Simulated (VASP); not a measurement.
Wanted: the native input for a VASP 6.6.1 run.

- Task: relaxation of cell and atoms
- Functional: PBE
- Potentials or basis: VASP PAW PBE potentials, release 64 (Mg)
- Cutoff: 600 eV
- k mesh: 6 × 6 × 8
- Occupations: gaussian, width 0.1 eV
- Spin: no spin polarisation
- Dipole correction: no
- Further INCAR settings: ALGO = Normal; EDIFF = 1e-06; IBRION = 2; EDIFFG = -0.04; NSW = 90; ISIF = 3

The structure of Mg lies in POSCAR:

```
Mg
1.0
    2.1632039300     -2.4638123500      0.0000000000
    2.1632039300      2.4638123500      0.0000000000
   -1.0838267100      0.0000000000      2.2270219700
Mg
1
Direct
    0.5000000000      0.5000000000      0.5000000000
```

The cell was built from a structure type or drawn by symmetry, and may not be a known phase.

The input as run:

INCAR

```
SYSTEM = Mg
ALGO = Normal
EDIFF = 1E-6
EDIFFG = -0.04
ENCUT = 600
GGA = PE
IBRION = 2
ISIF = 3
ISMEAR = 0
LASPH = .True.
LCHARG = .False.
LREAL = .False.
LWAVE = .False.
NELM = 60
NSW = 90
PREC = Accurate
SIGMA = 0.1
```

KPOINTS

```
k-points
0
Gamma
  6 6 8
  0 0 0
```

Potentials or basis: VASP PAW PBE potentials, release 64 (Mg).

Launch:

```console
$ cat potpaw_PBE.64/Mg/POTCAR > POTCAR
$ mpirun -np 1 vasp_std > vasp.out
```

It gave:

- Relaxed volume: 22.99 Å³/atom
- Relaxed cell: a = 3.103 Å, b = 3.103 Å, c = 3.236 Å, α = 117.78°, β = 117.78°, γ = 92.59°
- Space group after relaxing (to 0.1 Å): Fmmm (No. 69)
- Energy gained by relaxing: 619.6 meV/atom
- Ionic steps: 16
- Pressure after relaxing: 0.0 GPa
- Band gap on the k mesh: zero (bands 1 and 2 overlap by 2.67 eV)

Caveat: a cell axis changed by over 15 % at a fixed basis, so the end point is rough.

It took 57 s on 1 thread of Intel Xeon 8259CL, on a shared host, peak memory 0.16 GiB.
